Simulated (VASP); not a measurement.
Set up this calculation in VASP 6.6.1, as the native input.

| Property | Result |
| --- | --- |
| Task | single point |
| Functional | PBEsol |
| Potentials or basis | VASP PAW PBE potentials, release 64 (Zr_sv, O) |
| Cutoff | 520 eV |
| k mesh | 10 × 10 × 10 |
| Occupations | gaussian, width 0.15 eV |
| Spin | no spin polarisation |
| Dipole correction | no |
| Further INCAR settings | ALGO = Normal; EDIFF = 1e-06; NBANDS = 39 |

The structure of Zr2O lies in POSCAR:

```
Zr2O
1.0
    4.8002881848      0.0000000000      0.0000000000
    0.0000000000      4.8002881848      0.0000000000
    0.0000000000      0.0000000000      4.8002881848
Zr O
4 2
Direct
    0.2868262672      0.2131737328      0.7500000000
    0.7131737328      0.2131737328      0.2500000000
    0.2868262672      0.7868262672      0.2500000000
    0.7131737328      0.7868262672      0.7500000000
    0.0000000000      0.0000000000      0.0000000000
    0.5000000000      0.5000000000      0.5000000000
```

This cell differs from its parent crystal: mode 1 (-33.3 1/cm) frozen in, largest displacement +0.250 Å.

One way to write it, as run:

INCAR

```
SYSTEM = Zr2O
PREC     = Accurate       ! precision mode
ENCUT    = 520            ! plane-wave cutoff, eV
EDIFF    = 1E-6           ! SCF threshold, eV
ISMEAR   = 0              ! smearing method
SIGMA    = 0.15           ! smearing width, eV
LREAL    = .False.        ! projectors in reciprocal space
LASPH    = .True.         ! aspherical terms in the spheres
NELM     = 80             ! most SCF steps
ALGO     = Normal         ! electronic algorithm
ISIF     = 2              ! what is computed and relaxed
LWAVE    = .False.        ! write WAVECAR
LCHARG   = .False.        ! write CHGCAR
GGA      = PS             ! functional
NBANDS   = 39             ! bands
```

KPOINTS

```
regular mesh
0
Gamma
  10 10 10
  0 0 0
```

Potentials or basis: VASP PAW PBE potentials, release 64 (Zr_sv, O).

Launch:

```console
$ cat potpaw_PBE.64/Zr_sv/POTCAR potpaw_PBE.64/O/POTCAR > POTCAR
$ mpirun -np 1 vasp_std > vasp.out
```

It gave:

The pressure is 3.1 GPa and the largest force is 0.928 eV/Å. The band gap on the k mesh is zero (band 30 reaches 8.67 eV, above the bottom of band 31 at 7.87 eV).

Caveat: the cell differs from its parent crystal (mode 1 (-33.3 1/cm) frozen in, largest displacement +0.250 Å); the PAW data sets were made with another functional, which shifts forces and pressure a little.

Wall time 7.4 min on 1 thread of Oxide Virtual Turin-like Processor, with other jobs on the host, peak memory 0.45 GiB.
